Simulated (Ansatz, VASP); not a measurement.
Si2Ni in VASP and in Ansatz

File INCAR:

```
SYSTEM = Si2Ni
  PREC = Accurate
  ENCUT = 520
  EDIFF = 1E-7
  ISMEAR = 0
  SIGMA = 0.1
  LREAL = .False.
  LASPH = .True.
  NELM = 60
  ALGO = Normal
  ISIF = 2
  LWAVE = .False.
  LCHARG = .True.
  GGA = PE
  LELF = .True.
  LVHAR = .True.
  NBANDS = 16
```

File KPOINTS:

```
Automatic mesh
0
Gamma
  14 14 14
  0 0 0
```

File POSCAR:

```
Si2Ni
1.0
    0.0000000000      2.7503984891      2.7503984891
    2.7503984891      0.0000000000      2.7503984891
    2.7503984891      2.7503984891      0.0000000000
Si Ni
2 1
Direct
    0.2500000000      0.2500000000      0.2500000000
    0.7500000000      0.7500000000      0.7500000000
    0.0000000000      0.0000000000      0.0000000000
```

Input for Ansatz:

```yaml
crystal:
  lattice:
    - [0.0, 2.7503984891, 2.7503984891]
    - [2.7503984891, 0.0, 2.7503984891]
    - [2.7503984891, 2.7503984891, 0.0]
  atoms:
    - { symbol: Si, position: [0.25, 0.25, 0.25] }
    - { symbol: Si, position: [0.75, 0.75, 0.75] }
    - { symbol: Ni, position: [0.0, 0.0, 0.0] }
basis:
  ecutwfc: 420
kpoints:
  mp_grid: { grid: [14, 14, 14] }
hamiltonian:
  xc: pbe
scf:
  occupations: { method: gaussian, width: 0.1 }
output:
  forces: true
  stress: true
  eigenvalues: true
```

Alike in both runs: task single point; functional PBE; k mesh 14 × 14 × 14; occupations gaussian, width 0.1 eV; no spin polarisation.

|  | VASP | Ansatz |
| --- | --- | --- |
| version | VASP 6.6.1 | Ansatz 0.2.0 |
| potentials or method | VASP PAW PBE potentials, release 64 (Si, Ni), cutoff 520 eV | scalar-relativistic, plane waves, PAW |
| valence electrons in the cell | 18 | 26 |

Ansatz gave:

- gap on the k mesh at the Fermi level (eV): none
- pressure (GPa): -4.0

Q: Estimate VASP's values.

A: gap on the k mesh at the Fermi level (eV): none; pressure (GPa): -4.1.

A gap of «none» marks a metal or a gap that the smearing closes. VASP's potentials hold 18 valence electrons a cell and Ansatz's 26, so a difference there can come from the potentials and not from the codes.
